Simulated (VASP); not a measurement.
# Ir (Fm-3m) in VASP: further runs, part 2 of 2

VASP 6.6.1. Earlier steps stand in the parts before.

**3. Single point, PBE (Re replaced by Ir, lengths x 0.960, strained)**

INCAR reads:

```
  PREC = Accurate
  ENCUT = 520
  EDIFF = 1E-7
  ISMEAR = 0
  SIGMA = 0.1
  LREAL = F
  LASPH = T
  NELM = 60
  ALGO = Normal
  ISIF = 2
  LWAVE = F
  LCHARG = T
  GGA = PE
  LELF = T
  LVHAR = T
  NBANDS = 10
```

KPOINTS reads:

```
regular mesh
0
Gamma
  8 8 8
```

POSCAR reads:

```
Ir
1.0
    0.0000000000      1.9427035182      1.9427035182
    1.9427035182      0.0000000000      1.9427035182
    1.9427035182      1.9427035182      0.0000000000
Ir
1
Direct
    0.0000000000      0.0000000000      0.0000000000
```

Potentials or basis: VASP PAW PBE potentials, release 64 (Ir).

On the command line:

```sh
> cat potpaw_PBE.64/Ir/POTCAR > POTCAR
> mpirun -np 1 vasp_std > vasp.out
```

OUTCAR:

```text
PREC = Accurate
   ENCUT = 520
   EDIFF = 1E-7
   ISMEAR = 0
   LREAL = F
   LASPH = T
   NELM = 60
   ISIF = 2
   GGA = PE

 ion  position               nearest neighbor table
   1  0.000  0.000  0.000-

  LATTYP: Found a face centered cubic cell.
 ALAT       =     3.8854070364

  Lattice vectors:

 A1 = (   0.0000000000,   1.9427035182,   1.9427035182)
 A2 = (   1.9427035182,   0.0000000000,   1.9427035182)
 A3 = (   1.9427035182,   1.9427035182,   0.0000000000)

Analysis of symmetry for initial positions (statically):
=====================================================================
 Subroutine PRICEL returns:
 Original cell was already a primitive cell.

 Routine SETGRP: Setting up the symmetry group for a
 face centered cubic supercell.

 Subroutine GETGRP returns: Found 48 space group operations
 (whereof 48 operations were pure point group operations)
 out of a pool of 48 trial point group operations.

The static configuration has the point symmetry O_h .

Analysis of symmetry for dynamics (positions and initial velocities):
=====================================================================
 Subroutine PRICEL returns:
 Original cell was already a primitive cell.

 Routine SETGRP: Setting up the symmetry group for a
 face centered cubic supercell.

 Subroutine GETGRP returns: Found 48 space group operations
 (whereof 48 operations were pure point group operations)
 out of a pool of 48 trial point group operations.

The dynamic configuration has the point symmetry O_h .

 Subroutine INISYM returns: Found 48 space group operations
 (whereof 48 operations are pure point group operations),
 and found     1 'primitive' translations

----------------------------------------------------------------------------------------

                                     Primitive cell

  volume of cell :      14.6639

  direct lattice vectors                    reciprocal lattice vectors
     0.000000000  1.942703518  1.942703518    -0.257373292  0.257373292  0.257373292
     1.942703518  0.000000000  1.942703518     0.257373292 -0.257373292  0.257373292
     1.942703518  1.942703518  0.000000000     0.257373292  0.257373292 -0.257373292

  length of vectors
     2.747397663  2.747397663  2.747397663     0.445783618  0.445783618  0.445783618

  position of ions in fractional coordinates (direct lattice)
     0.000000000  0.000000000  0.000000000

  ion indices of the primitive-cell ions
   primitive index   ion index
                 1           1

----------------------------------------------------------------------------------------

 KPOINTS: regular mesh

Automatic generation of k-mesh.
 Grid dimensions read from file:
 generate k-points for:    8    8    8

 Generating k-lattice:

  Cartesian coordinates                     Fractional coordinates (reciprocal lattice)
    -0.032171662  0.032171662  0.032171662     0.125000000  0.000000000  0.000000000
     0.032171662 -0.032171662  0.032171662     0.000000000  0.125000000  0.000000000
     0.032171662  0.032171662 -0.032171662     0.000000000  0.000000000  0.125000000

  Length of vectors
     0.055722952  0.055722952  0.055722952

  Shift w.r.t. Gamma in fractional coordinates (k-lattice)
     0.000000000  0.000000000  0.000000000

 Subroutine IBZKPT returns following result:
 ===========================================

 Found     29 irreducible k-points:

 Following reciprocal coordinates:
            Coordinates               Weight
  0.000000  0.000000  0.000000      1.000000
  0.125000  0.000000  0.000000      8.000000
  0.250000  0.000000  0.000000      8.000000
  0.375000  0.000000  0.000000      8.000000
  0.500000  0.000000  0.000000      4.000000
  0.125000  0.125000  0.000000      6.000000
[... 16 lines left out ...]
  0.500000  0.250000  0.125000     48.000000
 -0.375000  0.250000  0.125000     24.000000
 [... further k-points ...]
   k-points           NKPTS =     29   k-points in BZ     NKDIM =     29   number of bands    NBANDS=     10
   number of dos      NEDOS =    301   number of ions     NIONS =      1
   total plane-waves  NPLWV =   8000
   dimension x,y,z NGX =    20 NGY =   20 NGZ =   20
   dimension x,y,z NGXF=    40 NGYF=   40 NGZF=   40
   ions per type =               1
   NGX,Y,Z   is equivalent  to a cutoff of  12.10, 12.10, 12.10 a.u.
   NGXF,Y,Z  is equivalent  to a cutoff of  24.20, 24.20, 24.20 a.u.
 SYSTEM =  unknown system
   PREC   = accura    normal or accurate (medium, high low for compatibility)
   ISTART =      0    job   : 0-new  1-cont  2-samecut
   ICHARG =      2    charge: 1-file 2-atom 10-const
   ISPIN  =      1    spin polarized calculation?
   LNONCOLLINEAR =      F non collinear calculations
   LSORBIT =      F    spin-orbit coupling
   LASPH  =      T    aspherical Exc in radial PAW
   ENCUT  =  520.0 eV  38.22 Ry    6.18 a.u.   5.11  5.11  5.11*2*pi/ulx,y,z
   NELM   =     60;   NELMIN=  2; NELMDL= -5     # of ELM steps
   EDIFF  = 0.1E-06   stopping-criterion for ELM
   LREAL  =      F    real-space projection
   EDIFFG = 0.1E-05   stopping-criterion for IOM
   NSW    =      0    number of steps for IOM
   IBRION =     -1    ionic relax: 0-MD 1-quasi-New 2-CG
   NFREE  =      0    steps in history (QN), initial steepest desc. (CG)
   ISIF   =      2    stress and relaxation
   ISYM   =      2    0-nonsym 1-usesym 2-fastsym
   POTIM  = 0.5000    time-step for ionic-motion
   TEBEG  =    0.0;   TEEND  =   0.0 temperature during run
   PSTRESS=    0.0 pullay stress
   NELECT =       9.0000    total number of electrons
   NUPDOWN=      -1.0000    fix difference up-down
   EMIN   =  10.00;   EMAX   =-10.00  energy-range for DOS
   EFERMI =   0.00;   METHOD = LEGACY
   ISMEAR =     0;   SIGMA  =   0.10  broadening in eV -4-tet -1-fermi 0-gaus
   EFERMI_NEDOS =   21; number of points for ismear=-14 and -15
   IALGO  =     38    algorithm
   IMIX   =      4    mixing-type and parameters
     AMIX     =   0.40;   BMIX     =  1.00
     AMIX_MAG =   1.60;   BMIX_MAG =  1.00
  volume/ion in A,a.u.               =      14.66        98.96
  Fermi-wavevector in a.u.,A,eV,Ry     =   1.391252  2.629085 26.335195  1.935582
  Thomas-Fermi vector in A             =   2.515109
   LORBIT       =      0    0 simple, 1 ext, 2 COOP (PROOUT), +10 PAW based schemes
   GGA     = PE    functional components
   LHFCALC =     F    Hartree Fock is set to
   AEXX    =    0.0000 exact exchange contribution
   IVDW    =     0    specifies the selected vdW correction
   LEPSILON=     F    determine dielectric tensor
   LRPA    =     F    only Hartree local field effects (RPA)
 non-spin polarized calculation
 Gauss-broadening in eV      SIGMA  =   0.10
  energy-cutoff  :      520.00
  volume of cell :       14.66
 maximum number of plane-waves:       411
   NGX = 11   NGY = 11   NGZ = 11

 number of electron       9.0000000 magnetization

 Free energy of the ion-electron system (eV)
  ---------------------------------------------------
  ext. energy  EPLUGINS =         0.00000000
  ---------------------------------------------------
  free energy    TOTEN  =        -8.78157100 eV

  energy without entropy =       -8.77257912  energy(sigma->0) =       -8.77707506

 E-fermi :   9.8428     XC(G=0): -13.7743

 val. band max:        9.7992833484   @ k =  -0.3750   0.1250   0.0000
 cond. band min:       9.8622245370   @ k =  -0.3750   0.2500   0.0000
 fundamental gap:      0.0629411886
 Fermi energy:         9.8428039598

 k-point     1 :       0.0000    0.0000    0.0000
  band No.  band energies     occupation
      1      -0.9428      2.00000
      2       6.1153      2.00000
      3       6.1153      2.00000
      4       6.1153      2.00000
      5       8.6647      2.00000
      6       8.6647      2.00000
      7      24.1701      0.00000
      8      29.5652      0.00000
      9      29.5652      0.00000
     10      29.5652      0.00000
[... 287 lines left out ...]
 k-point    24 :      -0.3750    0.2500    0.1250
  band No.  band energies     occupation
      1       3.4830      2.00000
      2       4.8533      2.00000
      3       6.3670      2.00000
      4       7.3626      2.00000
      5      10.3354      0.00000
      6      14.7976      0.00000
      7      16.1743      0.00000
      8      25.2648      0.00000
      9      25.3017      0.00000
     10      29.3192      0.00000

 [... further k-points ...]

------------------------ aborting loop because EDIFF is reached ----------------------------------------

  FORCE on cell =-STRESS in cart. coord.  units (eV):
  Direction    XX          YY          ZZ          XY          YZ          ZX
  --------------------------------------------------------------------------------------
  -------------------------------------------------------------------------------------
  Total       -0.1931025     -0.1931025     -0.1931025      0.0000000      0.0000000     -0.0000000
  in kB      -21.0983654    -21.0983654    -21.0983654      0.0000000      0.0000000     -0.0000000
  external PRESSURE =     -21.0983654 kB  Pullay stress =       0.0000000 kB

 VOLUME and BASIS-vectors are now :
 -----------------------------------------------------------------------------
  energy-cutoff  :      520.00
  volume of cell :       14.66
      direct lattice vectors                 reciprocal lattice vectors
     0.000000000  1.942703518  1.942703518    -0.257373292  0.257373292  0.257373292
     1.942703518  0.000000000  1.942703518     0.257373292 -0.257373292  0.257373292
     1.942703518  1.942703518  0.000000000     0.257373292  0.257373292 -0.257373292

 POSITION                                       TOTAL-FORCE (eV/Angst)
 -----------------------------------------------------------------------------------
      0.00000      0.00000      0.00000         0.000000      0.000000      0.000000
 -----------------------------------------------------------------------------------
    total drift:                                0.000000      0.000000     -0.000000

  FREE ENERGIE OF THE ION-ELECTRON SYSTEM (eV)
  ---------------------------------------------------
  free  energy   TOTEN  =        -8.7815710043 eV

  energy  without entropy=       -8.7725791209  energy(sigma->0) =       -8.77707506
```

Run time: 11 s. Hardware: 1 thread of Intel Xeon 8259CL, shared host; peak memory 0.13 GiB.

Results:

```
Free energy            : -8.7816 eV
Pressure               : -2.1 GPa
Band gap on the k mesh : zero (an odd number of electrons rules out a gap without spin polarisation)
```

Caveat: the cell differs from its parent crystal (Re replaced by Ir, lengths x 0.960, strained); spin-orbit coupling is left out, which moves the levels of the heavy elements.
